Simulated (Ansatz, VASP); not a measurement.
# AlAs2: VASP beside Ansatz

File INCAR:

```
SYSTEM = AlAs2
PREC = Accurate
ENCUT = 520
EDIFF = 1E-6
ISMEAR = 0
SIGMA = 0.1
LREAL = .False.
LASPH = .True.
NELM = 60
ALGO = Normal
ISIF = 2
LWAVE = .False.
LCHARG = .False.
GGA = PE
NBANDS = 14
```

File KPOINTS:

```
regular mesh
0
Gamma
  8 8 8
  0 0 0
```

The input POSCAR:

```
AlAs2
1.0
   -1.6827824994      1.6827824994      5.4753059060
    1.6827824994     -1.6827824994      5.4753059060
    1.6827824994      1.6827824994     -5.4753059060
Al As
1 2
Direct
    0.0000000000      0.0000000000      0.0000000000
    0.3400000000      0.3400000000      0.0000000000
    0.6600000000      0.6600000000      0.0000000000
```

Input for Ansatz:

```yaml
crystal:
  lattice:
    - [-1.6827824994, 1.6827824994, 5.475305906]
    - [1.6827824994, -1.6827824994, 5.475305906]
    - [1.6827824994, 1.6827824994, -5.475305906]
  atoms:
    - { symbol: Al, position: [0.0, 0.0, 0.0] }
    - { symbol: As, position: [0.34, 0.34, 0.0] }
    - { symbol: As, position: [0.66, 0.66, 0.0] }
basis:
  ecutwfc: 420
kpoints:
  mp_grid: { grid: [8, 8, 8] }
hamiltonian:
  xc: pbe
scf:
  occupations: { method: gaussian, width: 0.1 }
  lower_state_search: "off"
output:
  forces: true
  stress: true
  eigenvalues: true
```

Alike in both runs: task single point; functional PBE; k mesh 8 × 8 × 8; occupations gaussian, width 0.1 eV; no spin polarisation.

|  | VASP | Ansatz |
| --- | --- | --- |
| version | VASP 6.6.1 | Ansatz 0.2.0 |
| potentials or method | VASP PAW PBE potentials, release 64 (Al, As), cutoff 520 eV | scalar-relativistic, plane waves, PAW |
| valence electrons in the cell | 13 | 33 |

Ansatz gave:

* gap on the k mesh at the Fermi level (eV): none
* pressure (GPa): -7.7
* traceless stress, the component that is largest in VASP (GPa): 0.44
* rms of the force components (eV/Å): 0.150

Estimate VASP's values.

gap on the k mesh at the Fermi level (eV): none; pressure (GPa): -7.6; traceless stress, the component that is largest in VASP (GPa): 0.44; rms of the force components (eV/Å): 0.149.

Atom by atom the forces differ by 0.001 eV/Å (rms over components). A gap of «none» marks a metal or a gap that the smearing closes. VASP's potentials hold 13 valence electrons a cell and Ansatz's 33, so a difference there can come from the potentials and not from the codes.
